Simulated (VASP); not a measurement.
Here is a VASP 6.6.1 calculation.

Contents of INCAR:

```
SYSTEM = CaO
PREC = Accurate
ENCUT = 520
EDIFF = 1E-6
ISMEAR = -1
SIGMA = 0.06122561905347299
LREAL = .False.
LASPH = .True.
NELM = 80
ALGO = Normal
ISIF = 2
LWAVE = .False.
LCHARG = .False.
GGA = PE
NBANDS = 15
```

KPOINTS

```
Automatic mesh
0
Gamma
  20 20 20
  0 0 0
```

File POSCAR:

```
CaO
1.0
    0.0000000000      2.3662665127      2.3662665127
    2.3662665127      0.0000000000      2.3662665127
    2.3662665127      2.3662665127      0.0000000000
Ca O
1 1
Direct
    0.0000000000      0.0000000000      0.0000000000
    0.5000000000      0.5000000000      0.5000000000
```

Potentials or basis: VASP PAW PBE potentials, release 64 (Ca_sv, O).

Run with:

```sh
$ cat potpaw_PBE.64/Ca_sv/POTCAR potpaw_PBE.64/O/POTCAR > POTCAR
$ mpirun -np 1 vasp_std > vasp.out
```

(1) Estimate the band gap on the k mesh.

(2) Predict the pressure.

Answers

(1) 3.62 eV (least direct gap 3.98 eV).

(2) 8.1 GPa.

Caveat: the cell stands under pressure.
